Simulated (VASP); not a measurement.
# BN (Pmn2_1) in VASP: notebook

Runs on BN. Level: PBEsol. Tasks: single point.

Everything below comes from runs of VASP 6.6.1. Logs are shortened: lines on timing, memory, paths and dates and some standing lists are left out, and cuts for length are marked.

### 1 The cell of the first run

The structure is orthorhombic, space group Pmn2_1 (No. 31). Conventional cell: a = 2.504 Å, b = 4.337 Å, c = 7.034 Å, α = 90.00°, β = 90.00°, γ = 90.00°. B (site symmetry m) has 3 N at 1.46 to 1.47 Å within 1.9 Å. B (site symmetry m) has 3 N at 1.45 Å within 1.9 Å. N (site symmetry m) has 3 B at 1.45 to 1.47 Å within 1.9 Å. N (site symmetry m) has 3 B at 1.45 to 1.46 Å within 1.9 Å.

### 2 Single point, PBEsol (atoms displaced along a vibrational mode)

Input file INCAR:

```
SYSTEM = BN
PREC     = Accurate       ! precision mode
ENCUT    = 600            ! plane-wave cutoff, eV
EDIFF    = 1E-6           ! SCF threshold, eV
ISMEAR   = 0              ! smearing method
SIGMA    = 0.05           ! smearing width, eV
LREAL    = .False.        ! projectors in reciprocal space
LASPH    = .True.         ! aspherical terms in the spheres
NELM     = 120            ! most SCF steps
ALGO     = Normal         ! electronic algorithm
ISIF     = 2              ! what is computed and relaxed
LWAVE    = .False.        ! write WAVECAR
LCHARG   = .False.        ! write CHGCAR
GGA      = PS             ! functional
NBANDS   = 26             ! bands
GGA_COMPAT= .False.
```

Input file KPOINTS:

```
regular mesh
0
Gamma
  10 6 4
  0 0 0
```

Input file POSCAR:

```
BN
1.0
    2.5037762076      0.0000000000      0.0000000000
    0.0000000000      4.3366676023      0.0000000000
    0.0000000000      0.0000000000      7.0340970058
B N
4 4
Direct
    0.0000000000      0.3333333333      0.2245240932
    0.5000000000      0.8333333333      0.2556865863
    0.5000000000      0.1666666667      0.7245240932
    1.0000000000      0.6666666667      0.7556865863
    0.0000000000      0.3333333333      0.7613929457
    0.5000000000      0.8333333333      0.7538796005
    0.5000000000      0.1666666667      0.2613929457
    1.0000000000      0.6666666667      0.2538796005
```

Potentials or basis: VASP PAW PBE potentials, release 64 (B, N).

Command:

```
> cat potpaw_PBE.64/B/POTCAR potpaw_PBE.64/N/POTCAR > POTCAR
> mpirun -np 1 vasp_std > vasp.out
```

OUTCAR:

```text
SYSTEM = BN
   PREC = Accurate
   ENCUT = 600
   EDIFF = 1E-6
   ISMEAR = 0
   LREAL = .False.
   LASPH = .True.
   NELM = 120
   ISIF = 2
   GGA = PS

 ion  position               nearest neighbor table
   1  0.000  0.333  0.225-   8 1.46   7 1.47   7 1.47
   2  0.500  0.833  0.256-   8 1.45   8 1.45   7 1.45
   3  0.500  0.167  0.725-   6 1.46   5 1.47   5 1.47
   4  0.000  0.667  0.756-   6 1.45   6 1.45   5 1.45
   5  0.000  0.333  0.761-   4 1.45   3 1.47   3 1.47
   6  0.500  0.833  0.754-   4 1.45   4 1.45   3 1.46
   7  0.500  0.167  0.261-   2 1.45   1 1.47   1 1.47
   8  0.000  0.667  0.254-   2 1.45   2 1.45   1 1.46

  LATTYP: Found a simple orthorhombic cell.
 ALAT       =     2.5037762076
 B/A-ratio  =     1.7320508076
 C/A-ratio  =     2.8093952584

  Lattice vectors:

 A1 = (   2.5037762076,   0.0000000000,   0.0000000000)
 A2 = (   0.0000000000,   4.3366676023,   0.0000000000)
 A3 = (   0.0000000000,   0.0000000000,   7.0340970058)

Analysis of symmetry for initial positions (statically):
=====================================================================
 Subroutine PRICEL returns:
 Original cell was already a primitive cell.

 Routine SETGRP: Setting up the symmetry group for a
 simple orthorhombic supercell.

 Subroutine GETGRP returns: Found  4 space group operations
 (whereof  2 operations were pure point group operations)
 out of a pool of  8 trial point group operations.

The static configuration has the point symmetry C_1h.
 The point group associated with its full space group is C_2v.

Analysis of symmetry for dynamics (positions and initial velocities):
=====================================================================
 Subroutine PRICEL returns:
 Original cell was already a primitive cell.

 Routine SETGRP: Setting up the symmetry group for a
 simple orthorhombic supercell.

 Subroutine GETGRP returns: Found  4 space group operations
 (whereof  2 operations were pure point group operations)
 out of a pool of  8 trial point group operations.

The dynamic configuration has the point symmetry C_1h.
 The point group associated with its full space group is C_2v.

 Subroutine INISYM returns: Found  4 space group operations
 (whereof  2 operations are pure point group operations),
 and found     1 'primitive' translations

----------------------------------------------------------------------------------------

                                     Primitive cell

  volume of cell :      76.3765

  direct lattice vectors                    reciprocal lattice vectors
     2.503776208  0.000000000  0.000000000     0.399396718  0.000000000  0.000000000
     0.000000000  4.336667602  0.000000000     0.000000000  0.230591803  0.000000000
     0.000000000  0.000000000  7.034097006     0.000000000  0.000000000  0.142164659

  length of vectors
     2.503776208  4.336667602  7.034097006     0.399396718  0.230591803  0.142164659

  position of ions in fractional coordinates (direct lattice)
     0.000000000  0.333333333  0.224524093
     0.500000000  0.833333333  0.255686586
     0.500000000  0.166666667  0.724524093
     0.000000000  0.666666667  0.755686586
     0.000000000  0.333333333  0.761392946
     0.500000000  0.833333333  0.753879600
     0.500000000  0.166666667  0.261392946
     0.000000000  0.666666667  0.253879600

  ion indices of the primitive-cell ions
   primitive index   ion index
                 1           1
                 2           2
                 3           3
                 4           4
                 5           5
                 6           6
                 7           7
                 8           8

----------------------------------------------------------------------------------------

 KPOINTS: regular mesh

Automatic generation of k-mesh.
 Grid dimensions read from file:
 generate k-points for:   10    6    4

 Generating k-lattice:

  Cartesian coordinates                     Fractional coordinates (reciprocal lattice)
     0.039939672  0.000000000  0.000000000     0.100000000  0.000000000  0.000000000
     0.000000000  0.038431967  0.000000000     0.000000000  0.166666667  0.000000000
     0.000000000  0.000000000  0.035541165     0.000000000  0.000000000  0.250000000

  Length of vectors
     0.039939672  0.038431967  0.035541165

  Shift w.r.t. Gamma in fractional coordinates (k-lattice)
     0.000000000  0.000000000  0.000000000

 Subroutine IBZKPT returns following result:
 ===========================================

 Found     72 irreducible k-points:

 Following reciprocal coordinates:
            Coordinates               Weight
  0.000000  0.000000  0.000000      1.000000
  0.100000  0.000000  0.000000      2.000000
  0.200000  0.000000  0.000000      2.000000
  0.300000  0.000000  0.000000      2.000000
  0.400000  0.000000  0.000000      2.000000
  0.500000  0.000000  0.000000      1.000000
[... 16 lines left out ...]
  0.400000  0.500000  0.000000      2.000000
  0.500000  0.500000  0.000000      1.000000
 [... further k-points ...]
   k-points           NKPTS =     72   k-points in BZ     NKDIM =     72   number of bands    NBANDS=     26
   number of dos      NEDOS =    301   number of ions     NIONS =      8
   total plane-waves  NPLWV =  40320
   dimension x,y,z NGX =    20 NGY =   36 NGZ =   56
   dimension x,y,z NGXF=    40 NGYF=   72 NGZF=  112
   ions per type =               4   4
   NGX,Y,Z   is equivalent  to a cutoff of  13.28, 13.80, 13.24 a.u.
   NGXF,Y,Z  is equivalent  to a cutoff of  26.56, 27.60, 26.47 a.u.
 SYSTEM =  BN
   PREC   = accura    normal or accurate (medium, high low for compatibility)
   ISTART =      0    job   : 0-new  1-cont  2-samecut
   ICHARG =      2    charge: 1-file 2-atom 10-const
   ISPIN  =      1    spin polarized calculation?
   LNONCOLLINEAR =      F non collinear calculations
   LSORBIT =      F    spin-orbit coupling
   LASPH  =      T    aspherical Exc in radial PAW
   ENCUT  =  600.0 eV  44.10 Ry    6.64 a.u.   5.00  8.66 14.05*2*pi/ulx,y,z
   NELM   =    120;   NELMIN=  2; NELMDL= -5     # of ELM steps
   EDIFF  = 0.1E-05   stopping-criterion for ELM
   LREAL  =      F    real-space projection
   EDIFFG = 0.1E-04   stopping-criterion for IOM
   NSW    =      0    number of steps for IOM
   IBRION =     -1    ionic relax: 0-MD 1-quasi-New 2-CG
   NFREE  =      0    steps in history (QN), initial steepest desc. (CG)
   ISIF   =      2    stress and relaxation
   ISYM   =      2    0-nonsym 1-usesym 2-fastsym
   POTIM  = 0.5000    time-step for ionic-motion
   TEBEG  =    0.0;   TEEND  =   0.0 temperature during run
   PSTRESS=    0.0 pullay stress
   NELECT =      32.0000    total number of electrons
   NUPDOWN=      -1.0000    fix difference up-down
   EMIN   =  10.00;   EMAX   =-10.00  energy-range for DOS
   EFERMI =   0.00;   METHOD = LEGACY
   ISMEAR =     0;   SIGMA  =   0.05  broadening in eV -4-tet -1-fermi 0-gaus
   EFERMI_NEDOS =   21; number of points for ismear=-14 and -15
   IALGO  =     38    algorithm
   IMIX   =      4    mixing-type and parameters
     AMIX     =   0.40;   BMIX     =  1.00
     AMIX_MAG =   1.60;   BMIX_MAG =  1.00
  volume/ion in A,a.u.               =       9.55        64.43
  Fermi-wavevector in a.u.,A,eV,Ry     =   1.225006  2.314925 20.417437  1.500639
  Thomas-Fermi vector in A             =   2.360060
   LORBIT       =      0    0 simple, 1 ext, 2 COOP (PROOUT), +10 PAW based schemes
   GGA     = PS    functional components
   LHFCALC =     F    Hartree Fock is set to
   AEXX    =    0.0000 exact exchange contribution
   IVDW    =     0    specifies the selected vdW correction
   LEPSILON=     F    determine dielectric tensor
   LRPA    =     F    only Hartree local field effects (RPA)
 non-spin polarized calculation
 Gauss-broadening in eV      SIGMA  =   0.05
  energy-cutoff  :      600.00
  volume of cell :       76.38
 maximum number of plane-waves:      2594
   NGX = 11   NGY = 17   NGZ = 29

 number of electron      31.9999999 magnetization

 Free energy of the ion-electron system (eV)
  ---------------------------------------------------
  ext. energy  EPLUGINS =         0.00000000
  ---------------------------------------------------
  free energy    TOTEN  =       -72.37379386 eV

  energy without entropy =      -72.37379386  energy(sigma->0) =      -72.37379386

 E-fermi :   2.1054     XC(G=0):  -9.9564

 val. band max:        1.8237489045   @ k =   0.3000   0.0000   0.0000
 cond. band min:       4.9363712471   @ k =   0.0000   0.0000   0.0000
 fundamental gap:      3.1126223426
 Fermi energy:         2.1053960967

 k-point     1 :       0.0000    0.0000    0.0000
  band No.  band energies     occupation
      1     -15.8818      2.00000
      2     -15.6821      2.00000
      3     -12.6500      2.00000
      4     -12.6049      2.00000
      5      -7.0938      2.00000
      6      -7.0315      2.00000
[... 18 lines left out ...]
     25      13.2998      0.00000
     26      13.3822      0.00000

 k-point     2 :       0.1000    0.0000    0.0000
  band No.  band energies     occupation
      1     -15.7338      2.00000
      2     -15.5375      2.00000
      3     -12.5530      2.00000
      4     -12.5098      2.00000
      5      -6.9758      2.00000
      6      -6.9109      2.00000
[... 18 lines left out ...]
     25      13.7013      0.00000
     26      13.8940      0.00000

 k-point     3 :       0.2000    0.0000    0.0000
  band No.  band energies     occupation
      1     -15.2978      2.00000
      2     -15.1120      2.00000
      3     -12.3039      2.00000
      4     -12.2685      2.00000
      5      -6.6324      2.00000
      6      -6.5575      2.00000
[... 18 lines left out ...]
     25      14.3282      0.00000
     26      14.3918      0.00000

 k-point     4 :       0.3000    0.0000    0.0000
  band No.  band energies     occupation
      1     -14.6032      2.00000
      2     -14.4360      2.00000
      3     -12.0583      2.00000
      4     -12.0456      2.00000
      5      -6.1585      2.00000
      6      -6.0515      2.00000
[... 18 lines left out ...]
     25      14.8715      0.00000
     26      14.8829      0.00000

 k-point     5 :       0.4000    0.0000    0.0000
  band No.  band energies     occupation
      1     -13.7201      2.00000
      2     -13.5814      2.00000
      3     -12.1610      2.00000
      4     -12.1248      2.00000
      5      -6.1336      2.00000
      6      -6.0565      2.00000
[... 18 lines left out ...]
     25      14.7855      0.00000
     26      15.0690      0.00000

 k-point     6 :       0.5000    0.0000    0.0000
  band No.  band energies     occupation
      1     -12.8236      2.00000
      2     -12.8236      2.00000
      3     -12.6887      2.00000
      4     -12.6887      2.00000
      5      -5.7942      2.00000
      6      -5.7942      2.00000
[... 427 lines left out ...]
 k-point    21 :       0.2000    0.5000    0.0000
  band No.  band energies     occupation
      1     -14.1917      2.00000
      2     -14.1449      2.00000
      3     -14.0387      2.00000
      4     -13.9883      2.00000
      5      -4.0086      2.00000
      6      -4.0076      2.00000
[... 18 lines left out ...]
     25      14.1713      0.00000
     26      14.2973      0.00000

 k-point    22 :       0.3000    0.5000    0.0000
  band No.  band energies     occupation
      1     -13.6116      2.00000
      2     -13.5521      2.00000
      3     -13.4808      2.00000
      4     -13.4175      2.00000
      5      -5.3530      2.00000
      6      -5.3098      2.00000
[... 18 lines left out ...]
     25      13.5958      0.00000
     26      13.7034      0.00000

 k-point    23 :       0.4000    0.5000    0.0000
  band No.  band energies     occupation
      1     -12.9962      2.00000
      2     -12.9342      2.00000
      3     -12.8940      2.00000
      4     -12.8290      2.00000
      5      -6.5786      2.00000
      6      -6.5304      2.00000
[... 18 lines left out ...]
     25      13.3218      0.00000
     26      13.4560      0.00000

 k-point    24 :       0.5000    0.5000    0.0000
  band No.  band energies     occupation
      1     -12.6777      2.00000
      2     -12.6777      2.00000
      3     -12.5751      2.00000
      4     -12.5751      2.00000
      5      -7.0679      2.00000
      6      -7.0679      2.00000
[... 18 lines left out ...]
     25      13.8185      0.00000
     26      13.8185      0.00000

 [... further k-points ...]
[... 5 lines left out ...]
  --------------------------------------------------------------------------------------
  -------------------------------------------------------------------------------------
  Total       -0.4619054     -0.5299375     -2.0639917      0.0000000      0.0000000      0.0000000
  in kB       -9.6895503    -11.1166831    -43.2970734      0.0000000      0.0000000      0.0000000
  external PRESSURE =     -21.3677689 kB  Pullay stress =       0.0000000 kB

 VOLUME and BASIS-vectors are now :
 -----------------------------------------------------------------------------
  energy-cutoff  :      600.00
  volume of cell :       76.38
      direct lattice vectors                 reciprocal lattice vectors
     2.503776208  0.000000000  0.000000000     0.399396718  0.000000000  0.000000000
     0.000000000  4.336667602  0.000000000     0.000000000  0.230591803  0.000000000
     0.000000000  0.000000000  7.034097006     0.000000000  0.000000000  0.142164659

 POSITION                                       TOTAL-FORCE (eV/Angst)
 -----------------------------------------------------------------------------------
      0.00000      1.44556      1.57932         0.000000     -0.225096      3.275271
      1.25189      3.61389      1.79852         0.000000     -0.030852     -0.057882
      1.25189      0.72278      5.09637         0.000000      0.225096      3.275271
      0.00000      2.89111      5.31557         0.000000      0.030852     -0.057882
      0.00000      1.44556      5.35571         0.000000     -0.469004     -2.146837
      1.25189      3.61389      5.30286         0.000000      0.229300     -1.070553
      1.25189      0.72278      1.83866         0.000000      0.469004     -2.146837
      0.00000      2.89111      1.78581         0.000000     -0.229300     -1.070553
 -----------------------------------------------------------------------------------
    total drift:                                0.000000      0.000000     -0.000072

  FREE ENERGIE OF THE ION-ELECTRON SYSTEM (eV)
  ---------------------------------------------------
  free  energy   TOTEN  =       -72.3737938614 eV

  energy  without entropy=      -72.3737938614  energy(sigma->0) =      -72.37379386
```

Run time: 66 s. Hardware: 1 thread of Intel Xeon 6975P-C (Granite Rapids), shared host; peak memory 0.26 GiB.

Results:

| Item | Value |
| --- | --- |
| Free energy | -72.3738 eV |
| Pressure | -2.1 GPa |
| Largest force | 3.283 eV/Å |
| Band gap on the k mesh | 3.11 eV (least direct gap 3.41 eV) |

Forces on the atoms (eV/Å):
```
B    0.000 -0.225  3.275
B    0.000 -0.031 -0.058
B    0.000  0.225  3.275
B    0.000  0.031 -0.058
N    0.000 -0.469 -2.147
N    0.000  0.229 -1.071
N    0.000  0.469 -2.147
N    0.000 -0.229 -1.071
```

Caveat: the cell differs from its parent crystal (atoms displaced along a vibrational mode); the PAW data sets were made with another functional, which shifts forces and pressure a little; this functional lacks dispersion, which binds the layers, so the pressure and a relaxed spacing across them are unreliable. A k mesh can miss the band edges.

### 3 Single point, PBEsol

Input file INCAR:

```
SYSTEM = BN
PREC     = Accurate       ! precision mode
ENCUT    = 600            ! plane-wave cutoff, eV
EDIFF    = 1E-6           ! SCF threshold, eV
ISMEAR   = -5             ! smearing method
SIGMA    = 0.05           ! smearing width, eV
LREAL    = .FALSE.        ! projectors in reciprocal space
LASPH    = .TRUE.         ! aspherical terms in the spheres
NELM     = 120            ! most SCF steps
ALGO     = Normal         ! electronic algorithm
ISIF     = 2              ! what is computed and relaxed
LWAVE    = .FALSE.        ! write WAVECAR
LCHARG   = .FALSE.        ! write CHGCAR
GGA      = PS             ! functional
NBANDS   = 26             ! bands
GGA_COMPAT= .FALSE.
```

Input file KPOINTS:

```
regular mesh
0
G
  10 6 4
  0 0 0
```

Input file POSCAR:

```
BN
1.0
    2.5037762076      0.0000000000      0.0000000000
    0.0000000000      4.3366676023      0.0000000000
    0.0000000000      0.0000000000      7.0340970058
B N
4 4
Direct
    0.0000000000      0.3333333333      0.2358404000
    0.5000000000      0.8333333333      0.2592122699
    0.5000000000      0.1666666667      0.7358404000
    1.0000000000      0.6666666667      0.7592122699
    0.0000000000      0.3333333333      0.7547265727
    0.5000000000      0.8333333333      0.7490915638
    0.5000000000      0.1666666667      0.2547265727
    1.0000000000      0.6666666667      0.2490915638
```

Potentials or basis: VASP PAW PBE potentials, release 64 (B, N).

Command:

```
> cat potpaw_PBE.64/B/POTCAR potpaw_PBE.64/N/POTCAR > POTCAR
> mpirun -np 1 vasp_std > vasp.out
```

It took 66 s on 1 thread of Intel Xeon 6975P-C (Granite Rapids), shared host; peak memory 0.27 GiB.

It converged, with:

```yaml
Free_energy: -72.9149 eV
Pressure: -0.6 GPa
Largest_force: 1.628 eV/Å
Band_gap_on_the_k_mesh: 3.56 eV (least direct gap 3.98 eV)
```

Forces on the atoms (eV/Å):
```
B    0.000 -0.099  1.625
B    0.000 -0.059 -0.827
B    0.000  0.099  1.625
B    0.000  0.059 -0.827
N    0.000 -0.144 -0.789
N    0.000 -0.005 -0.009
N    0.000  0.144 -0.789
N    0.000  0.005 -0.009
```

Stress tensor (GPa, compression positive):
```
-0.21  0.00  0.00
 0.00 -0.23  0.00
 0.00  0.00 -1.45
```

Levels at points of the mesh, in eV from the valence-band top:
| k point | band 12 | band 13 | band 14 | band 15 | band 16 | band 17 | band 18 | band 19 | band 20 | band 21 |
| --- | --- | --- | --- | --- | --- | --- | --- | --- | --- | --- |
| (0.00, 0.00, 0.00) | -1.52 | -1.28 | -1.25 | -0.99 | -0.42 | 3.56 | 5.23 | 5.29 | 9.29 | 9.30 |
| (0.50, 0.00, 0.00) | -5.88 | -1.67 | -1.67 | -0.68 | -0.68 | 5.48 | 5.48 | 5.79 | 5.79 | 10.01 |
| (0.00, 0.50, 0.00) | -2.95 | -2.94 | -2.92 | -2.88 | -2.84 | 6.11 | 6.40 | 8.36 | 8.51 | 9.13 |
| (0.50, 0.50, 0.00) | -4.12 | -1.33 | -1.33 | -0.57 | -0.57 | 4.15 | 4.15 | 5.23 | 5.23 | 9.40 |
| (0.00, 0.00, 0.50) | -1.57 | -1.27 | -1.27 | -0.74 | -0.74 | 4.40 | 4.40 | 6.93 | 6.93 | 9.77 |
| (0.50, 0.00, 0.50) | -5.88 | -1.26 | -1.26 | -1.12 | -1.12 | 5.48 | 5.48 | 5.59 | 5.59 | 10.99 |
| (0.00, 0.50, 0.50) | -3.71 | -2.93 | -2.93 | -2.86 | -2.86 | 7.24 | 7.24 | 7.85 | 7.85 | 9.73 |
| (0.50, 0.50, 0.50) | -4.14 | -1.01 | -1.01 | -0.88 | -0.88 | 4.52 | 4.52 | 4.58 | 4.58 | 9.76 |

Caveat: the PAW data sets were made with another functional, which shifts forces and pressure a little; this functional lacks dispersion, which binds the layers, so the pressure and a relaxed spacing across them are unreliable.
